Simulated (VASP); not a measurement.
Set up this calculation in VASP 6.6.1, as the native input.

* Task: single point
* Functional: PBE
* Potentials or basis: VASP PAW PBE potentials, release 64 (Mg, I)
* Cutoff: 520 eV
* k mesh: 3 × 3 × 3
* Occupations: gaussian, width 0.1 eV
* Spin: no spin polarisation
* Dipole correction: no
* Further INCAR settings: ALGO = Normal; EDIFF = 1e-07; NBANDS = 31

The structure of Mg3I2 lies in POSCAR:

```
Mg3I2
1.0
    3.7894659881      2.1878492083      7.5949310078
   -3.7894659881      2.1878492083      7.5949310078
    0.0000000000     -4.3756984166      7.5949310077
Mg I
6 4
Direct
   -0.0197409094      0.5197409094      0.7500000000
    0.7500000000     -0.0197409094      0.5197409094
    0.5197409094      0.7500000000     -0.0197409094
    1.0197409094      0.4802590906      0.2500000000
    0.2500000000      1.0197409094      0.4802590906
    0.4802590906      0.2500000000      1.0197409094
    0.9030972216      0.9030972216      0.9030972216
    0.5969027784      0.5969027784      0.5969027784
    0.0969027784      0.0969027784      0.0969027784
    0.4030972216      0.4030972216      0.4030972216
```

The input as run:

INCAR

```
  PREC = Accurate
  ENCUT = 520
  EDIFF = 1E-7
  ISMEAR = 0
  SIGMA = 0.1
  LREAL = F
  LASPH = T
  NELM = 100
  ALGO = Normal
  ISIF = 2
  LWAVE = F
  LCHARG = F
  GGA = PE
  NBANDS = 31
```

KPOINTS

```
regular mesh
0
Gamma
  3 3 3
```

Potentials or basis: VASP PAW PBE potentials, release 64 (Mg, I).

The run is started by

```bash
$ cat potpaw_PBE.64/Mg/POTCAR potpaw_PBE.64/I/POTCAR > POTCAR
$ mpirun -np 1 vasp_std > vasp.out
```

Results of the run:

```yaml
Pressure: 0.1 GPa
Largest_force: 0.017 eV/Å
Band_gap_on_the_k_mesh: zero (band 20 reaches 3.08 eV, above the bottom of band 21 at 3.02 eV)
```

Caveat: spin-orbit coupling is left out, which moves the levels of the heavy elements.

Wall time 2.6 min on 1 thread of Intel(R) Xeon(R) Platinum 8259CL CPU @ 2.50GHz (Skylake/Cascade Lake), on a shared host, peak memory 0.68 GiB.
